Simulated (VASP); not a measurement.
Input of a VASP 6.6.1 run:

INCAR

```
SYSTEM = RbBr
PREC     = Accurate       ! precision mode
ENCUT    = 520            ! plane-wave cutoff, eV
EDIFF    = 1E-7           ! SCF threshold, eV
ISMEAR   = 0              ! smearing method
SIGMA    = 0.02           ! smearing width, eV
LREAL    = .FALSE.        ! projectors in reciprocal space
LASPH    = .TRUE.         ! aspherical terms in the spheres
NELM     = 60             ! most SCF steps
ALGO     = Normal         ! electronic algorithm
ISIF     = 2              ! what is computed and relaxed
LWAVE    = .FALSE.        ! write WAVECAR
LCHARG   = .FALSE.        ! write CHGCAR
GGA      = PS             ! functional
NBANDS   = 15             ! bands
```

KPOINTS

```
Automatic mesh
0
G
  6 6 6
  0 0 0
```

The input POSCAR:

```
RbBr
1.0
   -0.1043331000      3.3961041000      3.5325186000
    3.2864926500     -0.0303676500      3.4585531500
    3.2922508500      3.3278968500     -0.0361258500
Rb Br
1 1
Direct
    0.0241794311     -0.0149511306     -0.0050897155
    0.4758205689      0.5149511306      0.5050897155
```

Potentials or basis: VASP PAW PBE potentials, release 64 (Rb_sv, Br).

Launch:

```sh
$ cat potpaw_PBE.64/Rb_sv/POTCAR potpaw_PBE.64/Br/POTCAR > POTCAR
$ mpirun -np 1 vasp_std > vasp.out
```

Problem. Predict the largest force.

Solution. 0.309 eV/Å.

Problem. What does it give for the pressure?

Solution. 0.5 GPa.

Forces on the atoms (eV/Å):
```
Rb   0.239 -0.191 -0.045
Br  -0.239  0.191  0.045
```

Caveat: the cell differs from its parent crystal (atoms moved at random and the cell strained at random); the PAW data sets were made with another functional, which shifts forces and pressure a little.
